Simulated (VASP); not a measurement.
Input of a VASP 6.6.1 run:

The input INCAR:

```
SYSTEM = Ta2AlF3
PREC = Accurate
ENCUT = 520
EDIFF = 1E-6
ISMEAR = 0
SIGMA = 0.1
LREAL = .FALSE.
LASPH = .TRUE.
NELM = 100
ALGO = Normal
ISIF = 2
LWAVE = .FALSE.
LCHARG = .FALSE.
GGA = PE
NBANDS = 32
```

Contents of KPOINTS:

```
regular mesh
0
G
  6 6 4
  0 0 0
```

File POSCAR:

```
Ta2AlF3
1.0
    6.3695961034      0.0000000041      0.0000000000
   -3.1847980553      5.5162320354      0.0000000000
    0.0000000000      0.0000000000      2.7311491638
Ta Al F
2 1 3
Direct
    0.3333333333      0.6666666667      0.5000000000
    0.6666666667      0.3333333333      0.5000000000
    0.0000000000      0.0000000000      0.5000000000
    0.3309308211      0.0000000000      0.5000000000
    0.0000000000      0.3309308211      0.5000000000
    0.6690691789      0.6690691789      0.5000000000
```

Potentials or basis: VASP PAW PBE potentials, release 64 (Ta_pv, Al, F).

Launch:

```bash
$ cat potpaw_PBE.64/Ta_pv/POTCAR potpaw_PBE.64/Al/POTCAR potpaw_PBE.64/F/POTCAR > POTCAR
$ mpirun -np 1 vasp_std > vasp.out
```

Q: What does it give for the largest force?

A: 0.030 eV/Å.

Q: What does it give for the band gap on the k mesh?

A: Zero (bands 23 and 24 overlap by 0.58 eV).

Stress tensor (GPa, compression positive):
```
 0.30  0.00  0.00
 0.00  0.30  0.00
 0.00  0.00 -0.03
```

Caveat: the k points lie up to 0.58 Å⁻¹ apart, too coarse for converged energies and pressures of a metal; spin-orbit coupling is left out, which moves the levels of the heavy elements.
